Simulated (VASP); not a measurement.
Here is a VASP 6.6.1 calculation.

File POSCAR:

```
PbSe
1.0
    0.0000000000      3.0896732418      3.0896732418
    3.0896732418      0.0000000000      3.0896732418
    3.0896732418      3.0896732418      0.0000000000
Pb Se
1 1
Direct
    0.0000000000      0.0000000000      0.0000000000
    0.5000000000      0.5000000000      0.5000000000
```

The input INCAR.step1:

```
SYSTEM = PbSe
PREC = Accurate ; ENCUT = 600
ISMEAR = 0 ; SIGMA = 0.01
LREAL = .FALSE. ; LASPH = .TRUE.
NELM = 80 ; GGA = PE
ALGO = Normal ; EDIFF = 1E-4
LWAVE = .TRUE. ; LCHARG = .FALSE.
```

Contents of INCAR.step2:

```
SYSTEM = PbSe
PREC = Accurate ; ENCUT = 600
EDIFF = 1E-6 ; ISMEAR = 0
SIGMA = 0.01 ; LREAL = .FALSE.
LASPH = .TRUE. ; NELM = 80
ALGO = Normal ; ISIF = 3
LWAVE = .FALSE. ; LCHARG = .FALSE.
METAGGA = R2SCAN ; LMIXTAU = .TRUE.
IBRION = 2 ; NSW = 100
EDIFFG = -0.002 ; PSTRESS = 70.0
ISTART = 1
```

KPOINTS

```
Automatic mesh
0
G
  6 6 6
  0 0 0
```

Potentials or basis: VASP PAW PBE potentials, release 64 (Pb_d, Se).

The run is started by

```console
$ cat potpaw_PBE.64/Pb_d/POTCAR potpaw_PBE.64/Se/POTCAR > POTCAR
$ cp INCAR.step1 INCAR
$ mpirun -np 1 vasp_std > vasp.out
$ cp INCAR.step2 INCAR
$ mpirun -np 1 vasp_std > vasp.out
```

Q: Predict the space group after relaxing (to 0.1 Å).

A: Fm-3m (No. 225).

Q: Estimate the band gap on the k mesh.

A: 0.27 eV.

Q: What does it give for the relaxed volume?

A: 26.48 Å³/atom.

Q: What does it give for the relaxed cell?

A: a = 4.215 Å, b = 4.215 Å, c = 4.215 Å, α = 60.00°, β = 60.00°, γ = 60.00°.

Step by step:
| step | energy change (eV) | largest force (eV/Å) | pressure (GPa) | volume (Å³) |
| --- | --- | --- | --- | --- |
| 1 | 0.0000 | 0.0000 | -0.03 | 58.99 |
| 2 | 0.4070 | 0.0000 | 14.60 | 48.61 |
| 3 | 0.1170 | 0.0000 | 6.94 | 53.00 |
| 4 | 0.1221 | 0.0000 | 7.12 | 52.89 |
| 5 | 0.1162 | 0.0000 | 6.92 | 53.02 |
| 6 | 0.1190 | 0.0000 | 7.01 | 52.96 |

Caveat: the cell is relaxed towards a set pressure, so the run minimises the enthalpy, not the energy; the PAW data sets were made with another functional, which shifts forces and pressure a little; spin-orbit coupling is left out, which moves the levels of the heavy elements. A k mesh can miss the band edges.
